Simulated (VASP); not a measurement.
# Nb3N4 (P-43m) in VASP: a series of runs

Runs on Nb3N4. Level: PBE. Tasks: single point.

Program: VASP 6.6.1. These are calculated values, not measurements. Logs are shortened: lines on timing, memory, paths and dates and some standing lists are left out, and cuts for length are marked.

## Step 1: The cell of the first run

It takes space group P-43m (No. 215, cubic). The conventional cell has a = 4.582 Å, b = 4.582 Å, c = 4.582 Å, α = 90.00°, β = 90.00°, γ = 90.00°. Nb (site symmetry -42m) has 4 N at 2.06 Å within 2.7 Å. N (site symmetry 3m) has 3 Nb at 2.06 Å within 2.7 Å.

The cell was generated, and may not be a known phase.

## Step 2: Single point, PBE

The input, INCAR:

```
SYSTEM = Nb3N4
PREC = Accurate
ENCUT = 520
EDIFF = 1E-6
ISMEAR = 0
SIGMA = 0.1
LREAL = .False.
LASPH = .True.
NELM = 80
ALGO = Normal
ISIF = 2
LWAVE = .False.
LCHARG = .True.
GGA = PE
LELF = .True.
LVHAR = .True.
NBANDS = 38
```

The input, KPOINTS:

```
Automatic mesh
0
Gamma
  4 4 4
  0 0 0
```

The input, POSCAR:

```
Nb3N4
1.0
    4.5820401300      0.0000000000      0.0000000000
    0.0000000000      4.5820401300      0.0000000000
    0.0000000000      0.0000000000      4.5820401300
Nb N
3 4
Direct
    0.0000000000      0.0000000000      0.5000000000
    0.5000000000      0.0000000000      0.0000000000
    0.0000000000      0.5000000000      0.0000000000
    0.7237776700      0.2762223300      0.2762223300
    0.2762223300      0.7237776700      0.2762223300
    0.2762223300      0.2762223300      0.7237776700
    0.7237776700      0.7237776700      0.7237776700
```

Potentials or basis: VASP PAW PBE potentials, release 64 (Nb_sv, N).

Run with:

```
> cat potpaw_PBE.64/Nb_sv/POTCAR potpaw_PBE.64/N/POTCAR > POTCAR
> mpirun -np 1 vasp_std > vasp.out
```

OUTCAR:

```text
SYSTEM = Nb3N4
   PREC = Accurate
   ENCUT = 520
   EDIFF = 1E-6
   ISMEAR = 0
   LREAL = .False.
   LASPH = .True.
   NELM = 80
   ISIF = 2
   GGA = PE

 ion  position               nearest neighbor table
   1  0.000  0.000  0.500-   4 2.06   5 2.06   6 2.06   7 2.06
   2  0.500  0.000  0.000-   4 2.06   5 2.06   6 2.06   7 2.06
   3  0.000  0.500  0.000-   4 2.06   5 2.06   6 2.06   7 2.06
   4  0.724  0.276  0.276-   1 2.06   2 2.06   3 2.06
   5  0.276  0.724  0.276-   1 2.06   2 2.06   3 2.06
   6  0.276  0.276  0.724-   1 2.06   2 2.06   3 2.06
   7  0.724  0.724  0.724-   1 2.06   2 2.06   3 2.06

  LATTYP: Found a simple cubic cell.
 ALAT       =     4.5820401300

  Lattice vectors:

 A1 = (   4.5820401300,   0.0000000000,   0.0000000000)
 A2 = (   0.0000000000,   4.5820401300,   0.0000000000)
 A3 = (   0.0000000000,   0.0000000000,   4.5820401300)

Analysis of symmetry for initial positions (statically):
=====================================================================
 Subroutine PRICEL returns:
 Original cell was already a primitive cell.

 Routine SETGRP: Setting up the symmetry group for a
 simple cubic supercell.

 Subroutine GETGRP returns: Found 24 space group operations
 (whereof 24 operations were pure point group operations)
 out of a pool of 48 trial point group operations.

The static configuration has the point symmetry T_d .

Analysis of symmetry for dynamics (positions and initial velocities):
=====================================================================
 Subroutine PRICEL returns:
 Original cell was already a primitive cell.

 Routine SETGRP: Setting up the symmetry group for a
 simple cubic supercell.

 Subroutine GETGRP returns: Found 24 space group operations
 (whereof 24 operations were pure point group operations)
 out of a pool of 48 trial point group operations.

The dynamic configuration has the point symmetry T_d .

 Subroutine INISYM returns: Found 24 space group operations
 (whereof 24 operations are pure point group operations),
 and found     1 'primitive' translations

----------------------------------------------------------------------------------------

                                     Primitive cell

  volume of cell :      96.2004

  direct lattice vectors                    reciprocal lattice vectors
     4.582040130  0.000000000  0.000000000     0.218243396  0.000000000  0.000000000
     0.000000000  4.582040130  0.000000000     0.000000000  0.218243396  0.000000000
     0.000000000  0.000000000  4.582040130     0.000000000  0.000000000  0.218243396

  length of vectors
     4.582040130  4.582040130  4.582040130     0.218243396  0.218243396  0.218243396

  position of ions in fractional coordinates (direct lattice)
     0.000000000  0.000000000  0.500000000
     0.500000000  0.000000000  0.000000000
     0.000000000  0.500000000  0.000000000
     0.723777670  0.276222330  0.276222330
     0.276222330  0.723777670  0.276222330
     0.276222330  0.276222330  0.723777670
     0.723777670  0.723777670  0.723777670

  ion indices of the primitive-cell ions
   primitive index   ion index
                 1           1
                 2           2
                 3           3
                 4           4
                 5           5
                 6           6
                 7           7

----------------------------------------------------------------------------------------

 KPOINTS: Automatic mesh

Automatic generation of k-mesh.
 Grid dimensions read from file:
 generate k-points for:    4    4    4

 Generating k-lattice:

  Cartesian coordinates                     Fractional coordinates (reciprocal lattice)
     0.054560849  0.000000000  0.000000000     0.250000000  0.000000000  0.000000000
     0.000000000  0.054560849  0.000000000     0.000000000  0.250000000  0.000000000
     0.000000000  0.000000000  0.054560849     0.000000000  0.000000000  0.250000000

  Length of vectors
     0.054560849  0.054560849  0.054560849

  Shift w.r.t. Gamma in fractional coordinates (k-lattice)
     0.000000000  0.000000000  0.000000000

 Subroutine IBZKPT returns following result:
 ===========================================

 Found     10 irreducible k-points:

 Following reciprocal coordinates:
            Coordinates               Weight
  0.000000  0.000000  0.000000      1.000000
  0.250000  0.000000  0.000000      6.000000
  0.500000  0.000000  0.000000      3.000000
  0.250000  0.250000  0.000000     12.000000
  0.500000  0.250000  0.000000     12.000000
  0.500000  0.500000  0.000000      3.000000
  0.250000  0.250000  0.250000      8.000000
  0.500000  0.250000  0.250000     12.000000
  0.500000  0.500000  0.250000      6.000000
  0.500000  0.500000  0.500000      1.000000
   k-points           NKPTS =     10   k-points in BZ     NKDIM =     10   number of bands    NBANDS=     38
   number of dos      NEDOS =    301   number of ions     NIONS =      7
   total plane-waves  NPLWV =  46656
   dimension x,y,z NGX =    36 NGY =   36 NGZ =   36
   dimension x,y,z NGXF=    72 NGYF=   72 NGZF=   72
   ions per type =               3   4
   NGX,Y,Z   is equivalent  to a cutoff of  13.06, 13.06, 13.06 a.u.
   NGXF,Y,Z  is equivalent  to a cutoff of  26.12, 26.12, 26.12 a.u.
 SYSTEM =  Nb3N4
   PREC   = accura    normal or accurate (medium, high low for compatibility)
   ISTART =      0    job   : 0-new  1-cont  2-samecut
   ICHARG =      2    charge: 1-file 2-atom 10-const
   ISPIN  =      1    spin polarized calculation?
   LNONCOLLINEAR =      F non collinear calculations
   LSORBIT =      F    spin-orbit coupling
   LASPH  =      T    aspherical Exc in radial PAW
   ENCUT  =  520.0 eV  38.22 Ry    6.18 a.u.   8.52  8.52  8.52*2*pi/ulx,y,z
   NELM   =     80;   NELMIN=  2; NELMDL= -5     # of ELM steps
   EDIFF  = 0.1E-05   stopping-criterion for ELM
   LREAL  =      F    real-space projection
   EDIFFG = 0.1E-04   stopping-criterion for IOM
   NSW    =      0    number of steps for IOM
   IBRION =     -1    ionic relax: 0-MD 1-quasi-New 2-CG
   NFREE  =      0    steps in history (QN), initial steepest desc. (CG)
   ISIF   =      2    stress and relaxation
   ISYM   =      2    0-nonsym 1-usesym 2-fastsym
   POTIM  = 0.5000    time-step for ionic-motion
   TEBEG  =    0.0;   TEEND  =   0.0 temperature during run
   PSTRESS=    0.0 pullay stress
   NELECT =      59.0000    total number of electrons
   NUPDOWN=      -1.0000    fix difference up-down
   EMIN   =  10.00;   EMAX   =-10.00  energy-range for DOS
   EFERMI =   0.00;   METHOD = LEGACY
   ISMEAR =     0;   SIGMA  =   0.10  broadening in eV -4-tet -1-fermi 0-gaus
   EFERMI_NEDOS =   21; number of points for ismear=-14 and -15
   IALGO  =     38    algorithm
   IMIX   =      4    mixing-type and parameters
     AMIX     =   0.40;   BMIX     =  1.00
     AMIX_MAG =   1.60;   BMIX_MAG =  1.00
  volume/ion in A,a.u.               =      13.74        92.74
  Fermi-wavevector in a.u.,A,eV,Ry     =   1.390913  2.628444 26.322359  1.934639
  Thomas-Fermi vector in A             =   2.514802
   LORBIT       =      0    0 simple, 1 ext, 2 COOP (PROOUT), +10 PAW based schemes
   GGA     = PE    functional components
   LHFCALC =     F    Hartree Fock is set to
   AEXX    =    0.0000 exact exchange contribution
   IVDW    =     0    specifies the selected vdW correction
   LEPSILON=     F    determine dielectric tensor
   LRPA    =     F    only Hartree local field effects (RPA)
 non-spin polarized calculation
 Gauss-broadening in eV      SIGMA  =   0.10
  energy-cutoff  :      520.00
  volume of cell :       96.20
 maximum number of plane-waves:      2624
 NGX is ok and might be reduce to    36
   NGX = 17   NGY = 17   NGZ = 17

 number of electron      58.9999997 magnetization

 Free energy of the ion-electron system (eV)
  ---------------------------------------------------
  ext. energy  EPLUGINS =         0.00000000
  ---------------------------------------------------
  free energy    TOTEN  =       -66.92989240 eV

  energy without entropy =      -66.90740873  energy(sigma->0) =      -66.91865056

 E-fermi :   8.0230     XC(G=0): -11.3418

 val. band max:        8.0128467947   @ k =   0.2500   0.0000   0.0000
 cond. band min:       8.0737344736   @ k =   0.0000   0.0000   0.0000
 fundamental gap:      0.0608876790
 Fermi energy:         8.0229761576

 k-point     1 :       0.0000    0.0000    0.0000
  band No.  band energies     occupation
      1     -47.8105      2.00000
      2     -47.7299      2.00000
      3     -47.7299      2.00000
      4     -24.1772      2.00000
      5     -24.1772      2.00000
      6     -24.1772      2.00000
[... 30 lines left out ...]
     37      11.1930      0.00000
     38      11.2285      0.00000

 k-point     2 :       0.2500    0.0000    0.0000
  band No.  band energies     occupation
      1     -47.8002      2.00000
      2     -47.7401      2.00000
      3     -47.7298      2.00000
      4     -24.1414      2.00000
      5     -24.1414      2.00000
      6     -24.1116      2.00000
[... 30 lines left out ...]
     37      11.2406      0.00000
     38      11.8238      0.00000

 k-point     3 :       0.5000    0.0000    0.0000
  band No.  band energies     occupation
      1     -47.7836      2.00000
      2     -47.7568      2.00000
      3     -47.7297      2.00000
      4     -24.0954      2.00000
      5     -24.0954      2.00000
      6     -23.9544      2.00000
[... 30 lines left out ...]
     37      12.0847      0.00000
     38      12.4911      0.00000

 k-point     4 :       0.2500    0.2500    0.0000
  band No.  band energies     occupation
      1     -47.7911      2.00000
      2     -47.7433      2.00000
      3     -47.7357      2.00000
      4     -24.1570      2.00000
      5     -24.1075      2.00000
      6     -24.0282      2.00000
[... 30 lines left out ...]
     37      11.1019      0.00000
     38      11.7106      0.00000

 k-point     5 :       0.5000    0.2500    0.0000
  band No.  band energies     occupation
      1     -47.7757      2.00000
      2     -47.7567      2.00000
      3     -47.7376      2.00000
      4     -24.1166      2.00000
      5     -24.0860      2.00000
      6     -23.9995      2.00000
[... 30 lines left out ...]
     37      11.3720      0.00000
     38      11.9927      0.00000

 k-point     6 :       0.5000    0.5000    0.0000
  band No.  band energies     occupation
      1     -47.7566      2.00000
      2     -47.7566      2.00000
      3     -47.7566      2.00000
      4     -24.1339      2.00000
      5     -24.1164      2.00000
      6     -23.9325      2.00000
[... 30 lines left out ...]
     37      10.3278      0.00000
     38      11.2538      0.00000

 k-point     7 :       0.2500    0.2500    0.2500
  band No.  band energies     occupation
      1     -47.7835      2.00000
      2     -47.7432      2.00000
      3     -47.7432      2.00000
      4     -24.2099      2.00000
      5     -24.0336      2.00000
      6     -24.0336      2.00000
[... 30 lines left out ...]
     37      10.7015      0.00000
     38      11.6232      0.00000

 k-point     8 :       0.5000    0.2500    0.2500
  band No.  band energies     occupation
      1     -47.7700      2.00000
      2     -47.7566      2.00000
      3     -47.7431      2.00000
      4     -24.2127      2.00000
      5     -24.0506      2.00000
      6     -24.0402      2.00000
[... 30 lines left out ...]
     37      11.2045      0.00000
     38      11.3475      0.00000

 k-point     9 :       0.5000    0.5000    0.2500
  band No.  band energies     occupation
      1     -47.7565      2.00000
      2     -47.7565      2.00000
      3     -47.7565      2.00000
      4     -24.2559      2.00000
      5     -24.1000      2.00000
      6     -24.0399      2.00000
[... 30 lines left out ...]
     37      10.6210      0.00000
     38      10.8242      0.00000

 k-point    10 :       0.5000    0.5000    0.5000
  band No.  band energies     occupation
      1     -47.7564      2.00000
      2     -47.7564      2.00000
      3     -47.7564      2.00000
      4     -24.3270      2.00000
      5     -24.0980      2.00000
      6     -24.0980      2.00000
[... 30 lines left out ...]
     37      10.5694      0.00000
     38      10.5694      0.00000

------------------------ aborting loop because EDIFF is reached ----------------------------------------

  FORCE on cell =-STRESS in cart. coord.  units (eV):
  Direction    XX          YY          ZZ          XY          YZ          ZX
  --------------------------------------------------------------------------------------
  -------------------------------------------------------------------------------------
  Total       -4.0046978     -4.0046978     -4.0046978      0.0000000     -0.0000000      0.0000000
  in kB      -66.6965953    -66.6965953    -66.6965953      0.0000000     -0.0000000      0.0000000
  external PRESSURE =     -66.6965953 kB  Pullay stress =       0.0000000 kB

 VOLUME and BASIS-vectors are now :
 -----------------------------------------------------------------------------
  energy-cutoff  :      520.00
  volume of cell :       96.20
      direct lattice vectors                 reciprocal lattice vectors
     4.582040130  0.000000000  0.000000000     0.218243396  0.000000000  0.000000000
     0.000000000  4.582040130  0.000000000     0.000000000  0.218243396  0.000000000
     0.000000000  0.000000000  4.582040130     0.000000000  0.000000000  0.218243396

 POSITION                                       TOTAL-FORCE (eV/Angst)
 -----------------------------------------------------------------------------------
      0.00000      0.00000      2.29102        -0.000000     -0.000000     -0.000000
      2.29102      0.00000      0.00000        -0.000000     -0.000000     -0.000000
      0.00000      2.29102      0.00000        -0.000000     -0.000000     -0.000000
      3.31638      1.26566      1.26566         1.272534     -1.272534     -1.272534
      1.26566      3.31638      1.26566        -1.272534      1.272534     -1.272534
      1.26566      1.26566      3.31638        -1.272534     -1.272534      1.272534
      3.31638      3.31638      3.31638         1.272534      1.272534      1.272534
 -----------------------------------------------------------------------------------
    total drift:                                0.000000      0.000000      0.000000

  FREE ENERGIE OF THE ION-ELECTRON SYSTEM (eV)
  ---------------------------------------------------
  free  energy   TOTEN  =       -66.9298924012 eV

  energy  without entropy=      -66.9074087257  energy(sigma->0) =      -66.91865056
```

It took 63 s on 1 thread of Intel Xeon 8259CL, shared host; peak memory 0.21 GiB.

What came out:

| Item | Value |
| --- | --- |
| Free energy | -66.9299 eV |
| Pressure | -6.7 GPa |
| Largest force | 2.204 eV/Å |
| Band gap on the k mesh | zero (an odd number of electrons rules out a gap without spin polarisation) |

Forces on the atoms (eV/Å):
```
Nb   0.000  0.000  0.000
Nb   0.000  0.000  0.000
Nb   0.000  0.000  0.000
N    1.273 -1.273 -1.273
N   -1.273  1.273 -1.273
N   -1.273 -1.273  1.273
N    1.273  1.273  1.273
```

Caveat: the cell stands under tension; forces of over 1 eV/Å act on the atoms, so gaps and moduli don't describe the material at rest.

## Step 3: Single point, PBE

This run uses another cell than the first one, of 14.96 Å³/atom.

The input, INCAR:

```
PREC = Accurate
ENCUT = 520
EDIFF = 1E-7
ISMEAR = 0
SIGMA = 0.1
LREAL = False
LASPH = True
NELM = 60
ALGO = Normal
ISIF = 2
LWAVE = False
LCHARG = False
GGA = PE
NBANDS = 38
```

The input, KPOINTS:

```
Automatic mesh
0
Gamma
  4 4 4
```

The input, POSCAR:

```
Nb3N4
1.0
    4.7134087666      0.0000000000      0.0000000000
    0.0000000000      4.7134087666      0.0000000000
    0.0000000000      0.0000000000      4.7134087666
Nb N
3 4
Direct
    0.0000000000      0.0000000000      0.5000000000
    0.5000000000      0.0000000000      0.0000000000
    0.0000000000      0.5000000000      0.0000000000
    0.7618652136      0.2381347864      0.2381347864
    0.2381347864      0.7618652136      0.2381347864
    0.2381347864      0.2381347864      0.7618652136
    0.7618652136      0.7618652136      0.7618652136
```

Potentials or basis: VASP PAW PBE potentials, release 64 (Nb_sv, N).

Run with:

```
> cat potpaw_PBE.64/Nb_sv/POTCAR potpaw_PBE.64/N/POTCAR > POTCAR
> mpirun -np 1 vasp_std > vasp.out
```

It took 85 s on 1 thread of Intel Xeon 8259CL, shared host; peak memory 0.21 GiB.

The run converged. Its results:

```yaml
Free_energy: -68.0648 eV
Pressure: -0.1 GPa
Largest_force: 0.014 eV/Å
Band_gap_on_the_k_mesh: zero (an odd number of electrons rules out a gap without spin polarisation)
```

Forces in eV/Å, atoms in the order of the input:
```
Nb   0.000  0.000  0.000
Nb   0.000  0.000  0.000
Nb   0.000  0.000  0.000
N    0.008 -0.008 -0.008
N   -0.008  0.008 -0.008
N   -0.008 -0.008  0.008
N    0.008  0.008  0.008
```

Levels at points of the mesh, in eV from the Fermi level:
```csv
k point,band 27,band 28,band 29,band 30,band 31,band 32
"(0.00, 0.00, 0.00)",-2.36,-2.36,-0.49,-0.49,-0.49,1.00
"(0.50, 0.00, 0.00)",-2.49,-2.49,-0.54,0.03,0.03,0.31
"(0.50, 0.50, 0.00)",-3.53,-3.53,0.08,0.53,0.53,1.23
"(0.50, 0.50, 0.50)",-3.60,-3.60,0.88,0.88,0.88,1.23
```

The gap in the log of VASP goes by the Fermi energy; the results here count the filled bands.